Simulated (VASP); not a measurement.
# Ag (Fm-3m) in VASP: further runs

Runs on Ag. Level: LDA. Tasks: single point.

All numbers are computed with VASP 6.6.1; they aren't measurements. Logs are shortened: lines on timing, memory, paths and dates and some standing lists are left out, and cuts for length are marked.

### 1 The cell of the first run

The structure is cubic, space group Fm-3m (No. 225). Conventional cell: a = 3.999 Å, b = 3.999 Å, c = 3.999 Å, α = 90.00°, β = 90.00°, γ = 90.00°. Within 3.7 Å of Ag (site symmetry m-3m) lie 12 Ag at 2.83 Å.

### 2 Single point, LDA

Contents of INCAR:

```
PREC = Accurate
ENCUT = 520
EDIFF = 1E-7
ISMEAR = 0
SIGMA = 0.01
LREAL = False
LASPH = True
NELM = 60
ALGO = Normal
ISIF = 2
LWAVE = False
LCHARG = False
GGA = CA
NBANDS = 12
```

Contents of KPOINTS:

```
Automatic mesh
0
Gamma
  13 13 13
```

Contents of POSCAR:

```
Ag
1.0
    0.0000000000      1.9996579419      1.9996579419
    1.9996579419      0.0000000000      1.9996579419
    1.9996579419      1.9996579419      0.0000000000
Ag
1
Direct
    0.0000000000      0.0000000000      0.0000000000
```

Potentials or basis: VASP PAW LDA potentials, release 64 (Ag).

Command:

```
> cat potpaw_LDA.64/Ag/POTCAR > POTCAR
> mpirun -np 1 vasp_std > vasp.out
```

OUTCAR:

```text
PREC = Accurate
   ENCUT = 520
   EDIFF = 1E-7
   ISMEAR = 0
   LREAL = False
   LASPH = True
   NELM = 60
   ISIF = 2
   GGA = CA

 ion  position               nearest neighbor table
   1  0.000  0.000  0.000-

  LATTYP: Found a face centered cubic cell.
 ALAT       =     3.9993158838

  Lattice vectors:

 A1 = (   0.0000000000,   1.9996579419,   1.9996579419)
 A2 = (   1.9996579419,   0.0000000000,   1.9996579419)
 A3 = (   1.9996579419,   1.9996579419,   0.0000000000)

Analysis of symmetry for initial positions (statically):
=====================================================================
 Subroutine PRICEL returns:
 Original cell was already a primitive cell.

 Routine SETGRP: Setting up the symmetry group for a
 face centered cubic supercell.

 Subroutine GETGRP returns: Found 48 space group operations
 (whereof 48 operations were pure point group operations)
 out of a pool of 48 trial point group operations.

The static configuration has the point symmetry O_h .

Analysis of symmetry for dynamics (positions and initial velocities):
=====================================================================
 Subroutine PRICEL returns:
 Original cell was already a primitive cell.

 Routine SETGRP: Setting up the symmetry group for a
 face centered cubic supercell.

 Subroutine GETGRP returns: Found 48 space group operations
 (whereof 48 operations were pure point group operations)
 out of a pool of 48 trial point group operations.

The dynamic configuration has the point symmetry O_h .

 Subroutine INISYM returns: Found 48 space group operations
 (whereof 48 operations are pure point group operations),
 and found     1 'primitive' translations

----------------------------------------------------------------------------------------

                                     Primitive cell

  volume of cell :      15.9918

  direct lattice vectors                    reciprocal lattice vectors
     0.000000000  1.999657942  1.999657942    -0.250042765  0.250042765  0.250042765
     1.999657942  0.000000000  1.999657942     0.250042765 -0.250042765  0.250042765
     1.999657942  1.999657942  0.000000000     0.250042765  0.250042765 -0.250042765

  length of vectors
     2.827943382  2.827943382  2.827943382     0.433086772  0.433086772  0.433086772

  position of ions in fractional coordinates (direct lattice)
     0.000000000  0.000000000  0.000000000

  ion indices of the primitive-cell ions
   primitive index   ion index
                 1           1

----------------------------------------------------------------------------------------

 KPOINTS: Automatic mesh

Automatic generation of k-mesh.
 Grid dimensions read from file:
 generate k-points for:   13   13   13

 Generating k-lattice:

  Cartesian coordinates                     Fractional coordinates (reciprocal lattice)
    -0.019234059  0.019234059  0.019234059     0.076923077  0.000000000  0.000000000
     0.019234059 -0.019234059  0.019234059     0.000000000  0.076923077  0.000000000
     0.019234059  0.019234059 -0.019234059     0.000000000  0.000000000  0.076923077

  Length of vectors
     0.033314367  0.033314367  0.033314367

  Shift w.r.t. Gamma in fractional coordinates (k-lattice)
     0.000000000  0.000000000  0.000000000

 Subroutine IBZKPT returns following result:
 ===========================================

 Found     84 irreducible k-points:

 Following reciprocal coordinates:
            Coordinates               Weight
  0.000000  0.000000  0.000000      1.000000
  0.076923  0.000000  0.000000      8.000000
  0.153846  0.000000  0.000000      8.000000
  0.230769  0.000000  0.000000      8.000000
  0.307692  0.000000  0.000000      8.000000
  0.384615  0.000000  0.000000      8.000000
[... 16 lines left out ...]
  0.384615  0.153846  0.000000     24.000000
  0.461538  0.153846  0.000000     24.000000
 [... further k-points ...]
   k-points           NKPTS =     84   k-points in BZ     NKDIM =     84   number of bands    NBANDS=     12
   number of dos      NEDOS =    301   number of ions     NIONS =      1
   total plane-waves  NPLWV =  13824
   dimension x,y,z NGX =    24 NGY =   24 NGZ =   24
   dimension x,y,z NGXF=    48 NGYF=   48 NGZF=   48
   ions per type =               1
   NGX,Y,Z   is equivalent  to a cutoff of  14.11, 14.11, 14.11 a.u.
   NGXF,Y,Z  is equivalent  to a cutoff of  28.22, 28.22, 28.22 a.u.
 SYSTEM =  unknown system
   PREC   = accura    normal or accurate (medium, high low for compatibility)
   ISTART =      0    job   : 0-new  1-cont  2-samecut
   ICHARG =      2    charge: 1-file 2-atom 10-const
   ISPIN  =      1    spin polarized calculation?
   LNONCOLLINEAR =      F non collinear calculations
   LSORBIT =      F    spin-orbit coupling
   LASPH  =      T    aspherical Exc in radial PAW
   ENCUT  =  520.0 eV  38.22 Ry    6.18 a.u.   5.26  5.26  5.26*2*pi/ulx,y,z
   NELM   =     60;   NELMIN=  2; NELMDL= -5     # of ELM steps
   EDIFF  = 0.1E-06   stopping-criterion for ELM
   LREAL  =      F    real-space projection
   EDIFFG = 0.1E-05   stopping-criterion for IOM
   NSW    =      0    number of steps for IOM
   IBRION =     -1    ionic relax: 0-MD 1-quasi-New 2-CG
   NFREE  =      0    steps in history (QN), initial steepest desc. (CG)
   ISIF   =      2    stress and relaxation
   ISYM   =      2    0-nonsym 1-usesym 2-fastsym
   POTIM  = 0.5000    time-step for ionic-motion
   TEBEG  =    0.0;   TEEND  =   0.0 temperature during run
   PSTRESS=    0.0 pullay stress
   NELECT =      11.0000    total number of electrons
   NUPDOWN=      -1.0000    fix difference up-down
   EMIN   =  10.00;   EMAX   =-10.00  energy-range for DOS
   EFERMI =   0.00;   METHOD = LEGACY
   ISMEAR =     0;   SIGMA  =   0.01  broadening in eV -4-tet -1-fermi 0-gaus
   EFERMI_NEDOS =   21; number of points for ismear=-14 and -15
   IALGO  =     38    algorithm
   IMIX   =      4    mixing-type and parameters
     AMIX     =   0.40;   BMIX     =  1.00
     AMIX_MAG =   1.60;   BMIX_MAG =  1.00
  volume/ion in A,a.u.               =      15.99       107.92
  Fermi-wavevector in a.u.,A,eV,Ry     =   1.445129  2.730898 28.414386  2.088398
  Thomas-Fermi vector in A             =   2.563346
   LORBIT       =      0    0 simple, 1 ext, 2 COOP (PROOUT), +10 PAW based schemes
   GGA     = CA    functional components
   LHFCALC =     F    Hartree Fock is set to
   AEXX    =    0.0000 exact exchange contribution
   IVDW    =     0    specifies the selected vdW correction
   LEPSILON=     F    determine dielectric tensor
   LRPA    =     F    only Hartree local field effects (RPA)
 non-spin polarized calculation
 Gauss-broadening in eV      SIGMA  =   0.01
  energy-cutoff  :      520.00
  volume of cell :       15.99
 maximum number of plane-waves:       444
 NGX is ok and might be reduce to    24
   NGX = 11   NGY = 11   NGZ = 11

 number of electron      11.0000002 magnetization

 Free energy of the ion-electron system (eV)
  ---------------------------------------------------
  ext. energy  EPLUGINS =         0.00000000
  ---------------------------------------------------
  free energy    TOTEN  =        -3.78245770 eV

  energy without entropy =       -3.78244995  energy(sigma->0) =       -3.78245382

 E-fermi :   9.3184     XC(G=0): -12.9654

 val. band max:        9.3039729597   @ k =   0.4615   0.3077   0.0000
 cond. band min:       9.3800152667   @ k =  -0.3846   0.1538   0.0000
 fundamental gap:      0.0760423070
 Fermi energy:         9.3183755519

 k-point     1 :       0.0000    0.0000    0.0000
  band No.  band energies     occupation
      1       0.7695      2.00000
      2       4.0568      2.00000
      3       4.0568      2.00000
      4       4.0568      2.00000
      5       5.2362      2.00000
      6       5.2362      2.00000
      7      25.2222      0.00000
      8      29.1094      0.00000
      9      29.1094      0.00000
     10      29.1094      0.00000
     11      34.2946      0.00000
     12      35.7275      0.00000

 k-point     2 :       0.0769    0.0000    0.0000
  band No.  band energies     occupation
      1       0.9635      2.00000
      2       4.0088      2.00000
      3       4.1132      2.00000
      4       4.1132      2.00000
      5       5.2144      2.00000
      6       5.2144      2.00000
      7      25.2873      0.00000
      8      27.7113      0.00000
      9      29.2284      0.00000
     10      29.2284      0.00000
     11      34.2172      0.00000
     12      35.3995      0.00000

 k-point     3 :       0.1538    0.0000    0.0000
  band No.  band energies     occupation
      1       1.4978      2.00000
      2       3.9308      2.00000
      3       4.2359      2.00000
      4       4.2359      2.00000
      5       5.1961      2.00000
      6       5.1961      2.00000
      7      24.2729      0.00000
      8      26.2750      0.00000
      9      29.4892      0.00000
     10      29.4892      0.00000
     11      32.8629      0.00000
     12      34.3911      0.00000
[... 286 lines left out ...]
 k-point    23 :       0.3846    0.1538    0.0000
  band No.  band energies     occupation
      1       2.7426      2.00000
      2       3.9105      2.00000
      3       4.2404      2.00000
      4       4.5778      2.00000
      5       6.0126      2.00000
      6       7.0458      2.00000
      7      17.8497      0.00000
      8      24.7297      0.00000
      9      25.0164      0.00000
     10      26.8993      0.00000
     11      33.9766      0.00000
     12      35.0181      0.00000

 k-point    24 :       0.4615    0.1538    0.0000
  band No.  band energies     occupation
      1       2.6715      2.00000
      2       3.8287      2.00000
      3       4.4720      2.00000
      4       4.6953      2.00000
      5       6.1616      2.00000
      6       8.7106      2.00000
      7      15.0765      0.00000
      8      23.7914      0.00000
      9      25.0526      0.00000
     10      26.1837      0.00000
     11      34.6987      0.00000
     12      34.8696      0.00000

 [... further k-points ...]

------------------------ aborting loop because EDIFF is reached ----------------------------------------

  FORCE on cell =-STRESS in cart. coord.  units (eV):
  Direction    XX          YY          ZZ          XY          YZ          ZX
  --------------------------------------------------------------------------------------
  -------------------------------------------------------------------------------------
  Total        0.0053945      0.0053945      0.0053945     -0.0000000     -0.0000000      0.0000000
  in kB        0.5404579      0.5404579      0.5404579     -0.0000000     -0.0000000      0.0000000
  external PRESSURE =       0.5404579 kB  Pullay stress =       0.0000000 kB

 VOLUME and BASIS-vectors are now :
 -----------------------------------------------------------------------------
  energy-cutoff  :      520.00
  volume of cell :       15.99
      direct lattice vectors                 reciprocal lattice vectors
     0.000000000  1.999657942  1.999657942    -0.250042765  0.250042765  0.250042765
     1.999657942  0.000000000  1.999657942     0.250042765 -0.250042765  0.250042765
     1.999657942  1.999657942  0.000000000     0.250042765  0.250042765 -0.250042765

 POSITION                                       TOTAL-FORCE (eV/Angst)
 -----------------------------------------------------------------------------------
      0.00000      0.00000      0.00000         0.000000      0.000000      0.000000
 -----------------------------------------------------------------------------------
    total drift:                               -0.000000     -0.000000     -0.000000

  FREE ENERGIE OF THE ION-ELECTRON SYSTEM (eV)
  ---------------------------------------------------
  free  energy   TOTEN  =        -3.7824576954 eV

  energy  without entropy=       -3.7824499520  energy(sigma->0) =       -3.78245382
```

It took 23 s on 1 thread of AMD EPYC 7R13 (Zen 3), shared host; peak memory 0.11 GiB.

What came out:

```
Free energy : -3.7825 eV
Pressure    : 0.1 GPa
```

### 3 Single point, LDA

Contents of INCAR:

```
SYSTEM = Ag
PREC     = Accurate       ! precision mode
ENCUT    = 520            ! plane-wave cutoff, eV
EDIFF    = 1E-7           ! SCF threshold, eV
ISMEAR   = 0              ! smearing method
SIGMA    = 0.03           ! smearing width, eV
LREAL    = .FALSE.        ! projectors in reciprocal space
LASPH    = .TRUE.         ! aspherical terms in the spheres
NELM     = 100            ! most SCF steps
ALGO     = Normal         ! electronic algorithm
ISIF     = 2              ! what is computed and relaxed
LWAVE    = .FALSE.        ! write WAVECAR
LCHARG   = .FALSE.        ! write CHGCAR
GGA      = CA             ! functional
NBANDS   = 12             ! bands
```

Contents of KPOINTS:

```
regular mesh
0
G
  13 13 13
  0 0 0
```

POSCAR is that of step 2.

Potentials or basis: VASP PAW LDA potentials, release 64 (Ag).

Command:

```
> cat potpaw_LDA.64/Ag/POTCAR > POTCAR
> mpirun -np 1 vasp_std > vasp.out
```

Run time: 18 s. Hardware: 1 thread of AMD EPYC 7R13 (Zen 3), shared host; peak memory 0.11 GiB.

The run converged. Its results:

```
Free energy : -3.7825 eV
Pressure    : 0.1 GPa
```

Levels at points of the mesh, in eV from the Fermi level:
```
           k point  band 2  band 3  band 4  band 5  band 6  band 7  band 8  band 9  band 10  band 11
(0.00, 0.00, 0.00)   -5.28   -5.28   -5.28   -4.10   -4.10   15.89   19.77   19.77    19.77    24.96
```

(Part 1 of 2 ends here.)
